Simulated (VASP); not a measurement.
# Li4GaGe2 (R3m) in VASP: further runs

The runs below take Li4GaGe2 through single point, with PBE.

Program: VASP 6.6.1. These are calculated values, not measurements. Logs are shortened: lines on timing, memory, paths and dates and some standing lists are left out, and cuts for length are marked.

**1. The cell of the first run**

Symmetry: R3m, No. 160, trigonal system. Conventional cell: a = 4.679 Å, b = 4.679 Å, c = 19.219 Å, α = 90.00°, β = 90.00°, γ = 120.00°. Ge (site symmetry 3m) has 10 Li at 2.58 to 3.27 Å and 1 Ge at 2.70 Å and 3 Ga at 2.87 Å within 3.4 Å. Within 3.6 Å of Ge (site symmetry 3m) lie 1 Ge at 2.70 Å and 1 Ga at 2.73 Å and 12 Li at 2.93 to 3.32 Å. Within 3.3 Å of Ga (site symmetry 3m) lie 10 Li at 2.45 to 3.21 Å and 4 Ge at 2.73 to 2.87 Å. Li (site symmetry 3m) has 5 Li at 2.60 to 3.09 Å and 3 Ga at 2.84 Å and 6 Ge at 3.27 to 3.28 Å within 3.4 Å. Li (site symmetry 3m) has 5 Li at 2.60 to 3.07 Å and 6 Ge at 2.81 to 3.32 Å and 3 Ga at 3.21 Å within 3.4 Å. Within 3.2 Å of Li (site symmetry 3m) lie 1 Ga at 2.45 Å and 4 Li at 2.79 to 3.09 Å and 6 Ge at 2.97 to 3.08 Å. Within 3.4 Å of Li (site symmetry 3m) lie 4 Ge at 2.58 to 2.93 Å and 4 Li at 2.80 to 3.07 Å and 3 Ga at 3.14 Å.

**2. Single point, PBE**

INCAR reads:

```
PREC = Accurate
ENCUT = 520
EDIFF = 1E-6
ISMEAR = 0
SIGMA = 0.2982
LREAL = False
LASPH = True
NELM = 100
ALGO = Normal
ISIF = 2
LWAVE = False
LCHARG = False
GGA = PE
NBANDS = 36
```

KPOINTS reads:

```
regular mesh
0
Gamma
  5 5 5
```

POSCAR reads:

```
Li4GaGe2
1.0
    4.6792210000      0.0000000000      0.0000000000
   -2.3396110000      4.0523320000      0.0000000000
   -2.3396110000      1.3507770000      6.4062940000
Ge Ga Li
2 1 4
Direct
    0.4069500000      0.5930500000      0.2208500000
    0.2664500000      0.7335500000      0.7993500000
    0.1244000000      0.8756000000      0.3732000000
    0.8360000000      0.1640000000      0.5080000000
    0.7006000000      0.2994000000      0.1018000000
    0.9967000000      0.0033000000      0.9901000000
    0.5410000000      0.4590000000      0.6230000000
```

Potentials or basis: VASP PAW PBE potentials, release 64 (Ge_d, Ga_d, Li_sv).

Launch:

```console
$ cat potpaw_PBE.64/Ge_d/POTCAR potpaw_PBE.64/Ga_d/POTCAR potpaw_PBE.64/Li_sv/POTCAR > POTCAR
$ mpirun -np 1 vasp_std > vasp.out
```

OUTCAR:

```text
PREC = Accurate
   ENCUT = 520
   EDIFF = 1E-6
   ISMEAR = 0
   LREAL = False
   LASPH = True
   NELM = 100
   ISIF = 2
   GGA = PE

 ion  position               nearest neighbor table
   1  0.407  0.593  0.221-   7 2.58   2 2.70   3 2.87   3 2.87   3 2.87
   2  0.266  0.734  0.799-   1 2.70   3 2.73
   3  0.124  0.876  0.373-   6 2.45   2 2.73   1 2.87   1 2.87   1 2.87
   4  0.836  0.164  0.508-   5 2.60
   5  0.701  0.299  0.102-   4 2.60
   6  0.997  0.003  0.990-   3 2.45
   7  0.541  0.459  0.623-   1 2.58

  LATTYP: Found a trigonal (rhomboedric) cell.
 ALAT       =     6.9526240334
 COS(alpha) =     0.7735247101

  Lattice vectors:

 A1 = (  -2.3396110000,   1.3507770000,   6.4062940000)
 A2 = (  -0.0000000000,  -2.7015550000,   6.4062940000)
 A3 = (   2.3396100000,   1.3507770000,   6.4062940000)

Analysis of symmetry for initial positions (statically):
=====================================================================
 Subroutine PRICEL returns:
 Original cell was already a primitive cell.

 Routine SETGRP: Setting up the symmetry group for a
 trigonal (rhombohedral) supercell.

 Subroutine GETGRP returns: Found  6 space group operations
 (whereof  6 operations were pure point group operations)
 out of a pool of 12 trial point group operations.

The static configuration has the point symmetry C_3v.

Analysis of symmetry for dynamics (positions and initial velocities):
=====================================================================
 Subroutine PRICEL returns:
 Original cell was already a primitive cell.

 Routine SETGRP: Setting up the symmetry group for a
 trigonal (rhombohedral) supercell.

 Subroutine GETGRP returns: Found  6 space group operations
 (whereof  6 operations were pure point group operations)
 out of a pool of 12 trial point group operations.

The dynamic configuration has the point symmetry C_3v.

 Subroutine INISYM returns: Found  6 space group operations
 (whereof  6 operations are pure point group operations),
 and found     1 'primitive' translations

----------------------------------------------------------------------------------------

                                     Primitive cell

  volume of cell :     121.4746

  direct lattice vectors                    reciprocal lattice vectors
     4.679221000  0.000000000  0.000000000     0.213710786  0.123385771  0.052032180
    -2.339611000  4.052332000  0.000000000     0.000000000  0.246771489 -0.052032150
    -2.339611000  1.350777000  6.406294000     0.000000000  0.000000000  0.156096489

  length of vectors
     4.679221000  4.679227957  6.952624033     0.252197733  0.252197368  0.156096489

  position of ions in fractional coordinates (direct lattice)
     0.406950000  0.593050000  0.220850000
     0.266450000  0.733550000  0.799350000
     0.124400000  0.875600000  0.373200000
     0.836000000  0.164000000  0.508000000
     0.700600000  0.299400000  0.101800000
     0.996700000  0.003300000  0.990100000
     0.541000000  0.459000000  0.623000000

  ion indices of the primitive-cell ions
   primitive index   ion index
                 1           1
                 2           2
                 3           3
                 4           4
                 5           5
                 6           6
                 7           7

----------------------------------------------------------------------------------------

 KPOINTS: regular mesh

Automatic generation of k-mesh.
 Grid dimensions read from file:
 generate k-points for:    5    5    5

 Generating k-lattice:

  Cartesian coordinates                     Fractional coordinates (reciprocal lattice)
     0.042742157  0.024677154  0.010406436     0.200000000 -0.000000000 -0.000000000
     0.000000000  0.049354298 -0.010406430     0.000000000  0.200000000  0.000000000
     0.000000000  0.000000000  0.031219298     0.000000000  0.000000000  0.200000000

  Length of vectors
     0.050439547  0.050439474  0.031219298

  Shift w.r.t. Gamma in fractional coordinates (k-lattice)
     0.000000000  0.000000000  0.000000000

 Subroutine IBZKPT returns following result:
 ===========================================

 Found     19 irreducible k-points:

 Following reciprocal coordinates:
            Coordinates               Weight
  0.000000  0.000000  0.000000      1.000000
  0.200000  0.000000 -0.000000      6.000000
  0.400000  0.000000  0.000000      6.000000
  0.200000  0.200000 -0.000000      6.000000
  0.400000  0.200000 -0.000000     12.000000
 -0.400000  0.200000  0.000000     12.000000
[... 11 lines left out ...]
  0.000000  0.000000  0.400000      2.000000
  0.200000  0.000000  0.400000      6.000000
   k-points           NKPTS =     19   k-points in BZ     NKDIM =     19   number of bands    NBANDS=     36
   number of dos      NEDOS =    301   number of ions     NIONS =      7
   total plane-waves  NPLWV =  69984
   dimension x,y,z NGX =    36 NGY =   36 NGZ =   54
   dimension x,y,z NGXF=    72 NGYF=   72 NGZF=  108
   ions per type =               2   1   4
   NGX,Y,Z   is equivalent  to a cutoff of  12.79, 12.79, 12.91 a.u.
   NGXF,Y,Z  is equivalent  to a cutoff of  25.58, 25.58, 25.82 a.u.
 SYSTEM =  unknown system
   PREC   = accura    normal or accurate (medium, high low for compatibility)
   ISTART =      0    job   : 0-new  1-cont  2-samecut
   ICHARG =      2    charge: 1-file 2-atom 10-const
   ISPIN  =      1    spin polarized calculation?
   LNONCOLLINEAR =      F non collinear calculations
   LSORBIT =      F    spin-orbit coupling
   LASPH  =      T    aspherical Exc in radial PAW
   ENCUT  =  520.0 eV  38.22 Ry    6.18 a.u.   8.70  8.70 12.93*2*pi/ulx,y,z
   NELM   =    100;   NELMIN=  2; NELMDL= -5     # of ELM steps
   EDIFF  = 0.1E-05   stopping-criterion for ELM
   LREAL  =      F    real-space projection
   EDIFFG = 0.1E-04   stopping-criterion for IOM
   NSW    =      0    number of steps for IOM
   IBRION =     -1    ionic relax: 0-MD 1-quasi-New 2-CG
   NFREE  =      0    steps in history (QN), initial steepest desc. (CG)
   ISIF   =      2    stress and relaxation
   ISYM   =      2    0-nonsym 1-usesym 2-fastsym
   POTIM  = 0.5000    time-step for ionic-motion
   TEBEG  =    0.0;   TEEND  =   0.0 temperature during run
   PSTRESS=    0.0 pullay stress
   NELECT =      53.0000    total number of electrons
   NUPDOWN=      -1.0000    fix difference up-down
   EMIN   =  10.00;   EMAX   =-10.00  energy-range for DOS
   EFERMI =   0.00;   METHOD = LEGACY
   ISMEAR =     0;   SIGMA  =   0.30  broadening in eV -4-tet -1-fermi 0-gaus
   EFERMI_NEDOS =   21; number of points for ismear=-14 and -15
   IALGO  =     38    algorithm
   IMIX   =      4    mixing-type and parameters
     AMIX     =   0.40;   BMIX     =  1.00
     AMIX_MAG =   1.60;   BMIX_MAG =  1.00
  volume/ion in A,a.u.               =      17.35       117.11
  Fermi-wavevector in a.u.,A,eV,Ry     =   1.241667  2.346410 20.976589  1.541736
  Thomas-Fermi vector in A             =   2.376054
   LORBIT       =      0    0 simple, 1 ext, 2 COOP (PROOUT), +10 PAW based schemes
   GGA     = PE    functional components
   LHFCALC =     F    Hartree Fock is set to
   AEXX    =    0.0000 exact exchange contribution
   IVDW    =     0    specifies the selected vdW correction
   LEPSILON=     F    determine dielectric tensor
   LRPA    =     F    only Hartree local field effects (RPA)
 non-spin polarized calculation
 Gauss-broadening in eV      SIGMA  =   0.30
  energy-cutoff  :      520.00
  volume of cell :      121.47
 maximum number of plane-waves:      3288
   NGX = 17   NGY = 17   NGZ = 25

 number of electron      52.9999986 magnetization

 Free energy of the ion-electron system (eV)
  ---------------------------------------------------
  ext. energy  EPLUGINS =         0.00000000
  ---------------------------------------------------
  free energy    TOTEN  =       -21.04779666 eV

  energy without entropy =      -20.90613273  energy(sigma->0) =      -20.97696469

 E-fermi :   3.6727     XC(G=0):  -9.2441

 val. band max:        3.6610532069   @ k =   0.4000   0.0000   0.2000
 cond. band min:       3.6834277031   @ k =   0.4000  -0.4000   0.2000
 fundamental gap:      0.0223744962
 Fermi energy:         3.6726996433

 k-point     1 :       0.0000    0.0000    0.0000
  band No.  band energies     occupation
      1     -43.2233      2.00000
      2     -43.1625      2.00000
      3     -42.8872      2.00000
      4     -42.7637      2.00000
      5     -20.8554      2.00000
      6     -20.8493      2.00000
[... 28 lines left out ...]
     35       7.8370      0.00000
     36       9.4698      0.00000

 k-point     2 :       0.2000    0.0000   -0.0000
  band No.  band energies     occupation
      1     -43.2232      2.00000
      2     -43.1623      2.00000
      3     -42.8873      2.00000
      4     -42.7638      2.00000
      5     -20.8552      2.00000
      6     -20.8493      2.00000
[... 28 lines left out ...]
     35       8.5523      0.00000
     36       8.9902      0.00000

 k-point     3 :       0.4000    0.0000    0.0000
  band No.  band energies     occupation
      1     -43.2230      2.00000
      2     -43.1620      2.00000
      3     -42.8876      2.00000
      4     -42.7639      2.00000
      5     -20.8549      2.00000
      6     -20.8492      2.00000
[... 28 lines left out ...]
     35       9.8226      0.00000
     36       9.9637      0.00000
[... 547 lines left out ...]
 k-point    18 :       0.0000    0.0000    0.4000
  band No.  band energies     occupation
      1     -43.2233      2.00000
      2     -43.1626      2.00000
      3     -42.8872      2.00000
      4     -42.7637      2.00000
      5     -20.8553      2.00000
      6     -20.8493      2.00000
[... 28 lines left out ...]
     35       8.2090      0.00000
     36       8.2371      0.00000

 k-point    19 :       0.2000    0.0000    0.4000
  band No.  band energies     occupation
      1     -43.2232      2.00000
      2     -43.1624      2.00000
      3     -42.8873      2.00000
      4     -42.7638      2.00000
      5     -20.8552      2.00000
      6     -20.8493      2.00000
[... 28 lines left out ...]
     35       8.5701      0.00000
     36       9.3527      0.00000

------------------------ aborting loop because EDIFF is reached ----------------------------------------

  FORCE on cell =-STRESS in cart. coord.  units (eV):
  Direction    XX          YY          ZZ          XY          YZ          ZX
  --------------------------------------------------------------------------------------
  -------------------------------------------------------------------------------------
  Total       -2.2161774     -2.2161859      1.6551748      0.0000003     -0.0000001     -0.0000001
  in kB      -29.2300568    -29.2301686     21.8307674      0.0000036     -0.0000011     -0.0000011
  external PRESSURE =     -12.2098193 kB  Pullay stress =       0.0000000 kB

 VOLUME and BASIS-vectors are now :
 -----------------------------------------------------------------------------
  energy-cutoff  :      520.00
  volume of cell :      121.47
      direct lattice vectors                 reciprocal lattice vectors
     4.679221000  0.000000000  0.000000000     0.213710786  0.123385771  0.052032180
    -2.339611000  4.052332000  0.000000000     0.000000000  0.246771489 -0.052032150
    -2.339611000  1.350777000  6.406294000     0.000000000  0.000000000  0.156096489

 POSITION                                       TOTAL-FORCE (eV/Angst)
 -----------------------------------------------------------------------------------
     -0.00000      2.70155      1.41483         0.000000      0.000000     -0.095836
     -2.33961      4.05233      5.12087         0.000000      0.000000     -0.171071
     -2.33961      4.05233      2.39083        -0.000000     -0.000000      0.653871
      2.33961      1.35078      3.25440        -0.000000     -0.000000      0.488699
      2.33961      1.35078      0.65216         0.000000      0.000000     -0.516908
      2.33961      1.35078      6.34287         0.000000      0.000000     -0.981881
     -0.00000      2.70155      3.99112        -0.000000     -0.000000      0.623126
 -----------------------------------------------------------------------------------
    total drift:                                0.000174     -0.000097     -0.000263

  FREE ENERGIE OF THE ION-ELECTRON SYSTEM (eV)
  ---------------------------------------------------
  free  energy   TOTEN  =       -21.0477966642 eV

  energy  without entropy=      -20.9061327252  energy(sigma->0) =      -20.97696469
```

Wall time 60 s (1 thread of Intel Xeon Platinum 8559C (Emerald Rapids), shared host); peak memory 0.29 GiB.

Results:

| Property | Result |
| --- | --- |
| Free energy | -21.0478 eV |
| Largest force | 0.982 eV/Å |
| Band gap on the k mesh | zero (an odd number of electrons rules out a gap without spin polarisation) |

Forces on the atoms (eV/Å):
```
Ge   0.000  0.000 -0.096
Ge   0.000  0.000 -0.171
Ga   0.000  0.000  0.654
Li   0.000  0.000  0.489
Li   0.000  0.000 -0.517
Li   0.000  0.000 -0.982
Li   0.000  0.000  0.623
```

Caveat: the cutoff is under 1.25 times the usual one of these potentials, so pressure, stress and relaxed cells hold a basis-set (Pulay) error.

**3. Single point, PBE**

INCAR reads:

```
SYSTEM = Li4GaGe2
  ALGO = Normal
  EDIFF = 1E-7
  ENCUT = 520
  GGA = PE
  ISIF = 2
  ISMEAR = 0
  LASPH = .True.
  LCHARG = .False.
  LREAL = .False.
  LWAVE = .False.
  NBANDS = 36
  NELM = 100
  PREC = Accurate
  SIGMA = 0.2982
```

KPOINTS reads:

```
k-points
0
Gamma
  5 5 5
  0 0 0
```

POSCAR is that of step 2.

Potentials or basis: VASP PAW PBE potentials, release 64 (Ge_d, Ga_d, Li_sv).

Launch:

```console
$ cat potpaw_PBE.64/Ge_d/POTCAR potpaw_PBE.64/Ga_d/POTCAR potpaw_PBE.64/Li_sv/POTCAR > POTCAR
$ mpirun -np 1 vasp_std > vasp.out
```

OUTCAR:

```text
SYSTEM = Li4GaGe2
   EDIFF = 1E-7
   ENCUT = 520
   GGA = PE
   ISIF = 2
   ISMEAR = 0
   LASPH = .True.
   LREAL = .False.
   NELM = 100
   PREC = Accurate

 ion  position               nearest neighbor table
   1  0.407  0.593  0.221-   7 2.58   2 2.70   3 2.87   3 2.87   3 2.87
   2  0.266  0.734  0.799-   1 2.70   3 2.73
   3  0.124  0.876  0.373-   6 2.45   2 2.73   1 2.87   1 2.87   1 2.87
   4  0.836  0.164  0.508-   5 2.60
   5  0.701  0.299  0.102-   4 2.60
   6  0.997  0.003  0.990-   3 2.45
   7  0.541  0.459  0.623-   1 2.58

[... 942 lines left out ...]
  Total       -2.2076592     -2.2076676      1.6646741      0.0000003     -0.0000001     -0.0000001
  in kB      -29.1177070    -29.1178182     21.9560571      0.0000036     -0.0000011     -0.0000011
  external PRESSURE =     -12.0931560 kB  Pullay stress =       0.0000000 kB

 VOLUME and BASIS-vectors are now :
 -----------------------------------------------------------------------------
  energy-cutoff  :      520.00
  volume of cell :      121.47
      direct lattice vectors                 reciprocal lattice vectors
     4.679221000  0.000000000  0.000000000     0.213710786  0.123385771  0.052032180
    -2.339611000  4.052332000  0.000000000     0.000000000  0.246771489 -0.052032150
    -2.339611000  1.350777000  6.406294000     0.000000000  0.000000000  0.156096489

 POSITION                                       TOTAL-FORCE (eV/Angst)
 -----------------------------------------------------------------------------------
     -0.00000      2.70155      1.41483         0.000000      0.000000     -0.096119
     -2.33961      4.05233      5.12087         0.000000      0.000000     -0.170929
     -2.33961      4.05233      2.39083        -0.000000     -0.000000      0.654112
      2.33961      1.35078      3.25440        -0.000000     -0.000000      0.489061
      2.33961      1.35078      0.65216         0.000000      0.000000     -0.517133
      2.33961      1.35078      6.34287         0.000000      0.000000     -0.982172
     -0.00000      2.70155      3.99112        -0.000000     -0.000000      0.623181
 -----------------------------------------------------------------------------------
    total drift:                                0.000174     -0.000096     -0.000121

  FREE ENERGIE OF THE ION-ELECTRON SYSTEM (eV)
  ---------------------------------------------------
  free  energy   TOTEN  =       -21.0477965066 eV

  energy  without entropy=      -20.9061328732  energy(sigma->0) =      -20.97696469
```

stdout:

```text
POSCAR found type information on POSCAR GeGaLi
 POSCAR found :  3 types and       7 ions
 scaLAPACK will be used
 LDA part: xc-table for (Slater+PW92), standard interpolation
 POSCAR, INCAR and KPOINTS ok, starting setup
 FFT: planning ... GRIDC
 FFT: planning ... GRID_SOFT
 FFT: planning ... GRID
 WAVECAR not read
 entering main loop
```

It took 71 s on 1 thread of Intel Xeon Platinum 8559C (Emerald Rapids), shared host; peak memory 0.29 GiB.

Results:

```
Free energy            : -21.0478 eV
Largest force          : 0.982 eV/Å
Band gap on the k mesh : zero (an odd number of electrons rules out a gap without spin polarisation)
```

Forces in eV/Å, atoms in the order of the input:
```
Ge   0.000  0.000 -0.096
Ge   0.000  0.000 -0.171
Ga   0.000  0.000  0.654
Li   0.000  0.000  0.489
Li   0.000  0.000 -0.517
Li   0.000  0.000 -0.982
Li   0.000  0.000  0.623
```

Caveat: the cutoff is under 1.25 times the usual one of these potentials, so pressure, stress and relaxed cells hold a basis-set (Pulay) error.

**4. Single point, PBE, collinear spin, zero start**

INCAR reads:

```
SYSTEM = Li4GaGe2
ALGO     = Normal         ! electronic algorithm
EDIFF    = 1E-6           ! SCF threshold, eV
ENCUT    = 520            ! plane-wave cutoff, eV
GGA      = PE             ! functional
ISIF     = 2              ! what is computed and relaxed
ISMEAR   = 0              ! smearing method
ISPIN    = 2              ! spin polarisation
LASPH    = .True.         ! aspherical terms in the spheres
LCHARG   = .True.         ! write CHGCAR
LELF     = .True.         ! ELF
LORBIT   = 11             ! projections on sites
LREAL    = .False.        ! projectors in reciprocal space
LVHAR    = .True.       
LWAVE    = .False.        ! write WAVECAR
MAGMOM   = 0 0 0 0 0 0 0  ! initial moments
NBANDS   = 40             ! bands
NELM     = 150            ! most SCF steps
PREC     = Accurate       ! precision mode
SIGMA    = 0.2982         ! smearing width, eV
```

KPOINTS is that of step 3.

POSCAR is that of step 3.

Launch:

```console
$ cat potpaw_PBE.64/Ge_d/POTCAR potpaw_PBE.64/Ga_d/POTCAR potpaw_PBE.64/Li_sv/POTCAR > POTCAR
$ mpirun -np 1 vasp_std > vasp.out
```

Wall time 2.1 min (1 thread of Intel Xeon Platinum 8559C (Emerald Rapids), shared host); peak memory 0.37 GiB.

It converged, with:

| Property | Result |
| --- | --- |
| Free energy | -21.0478 eV |
| Largest force | 0.982 eV/Å |
| Net moment | 0.00 μB per cell |
| Valence electrons inside the program's atomic spheres | Ge 12.26, 12.22; Ga 11.58; Li 2.07, 2.08 (each value once) |

Forces in eV/Å, atoms in the order of the input:
```
Ge   0.000  0.000 -0.096
Ge   0.000  0.000 -0.171
Ga   0.000  0.000  0.654
Li   0.000  0.000  0.489
Li   0.000  0.000 -0.517
Li   0.000  0.000 -0.982
Li   0.000  0.000  0.623
```

Levels at points of the mesh, in eV from the Fermi level:
Spin up:
| k point | band 22 | band 23 | band 24 | band 25 | band 26 | band 27 | band 28 | band 29 | band 30 | band 31 |
| --- | --- | --- | --- | --- | --- | --- | --- | --- | --- | --- |
| (0.00, 0.00, 0.00) | -5.46 | -1.24 | -1.09 | -1.09 | -0.18 | -0.18 | 1.55 | 1.55 | 1.56 | 2.95 |
Spin down:
```tsv
k point	band 24	band 25	band 26	band 27	band 28	band 29
(0.00, 0.00, 0.00)	-1.09	-1.09	-0.18	-0.18	1.55	1.55
```

Caveat: the cutoff is under 1.25 times the usual one of these potentials, so pressure, stress and relaxed cells hold a basis-set (Pulay) error.
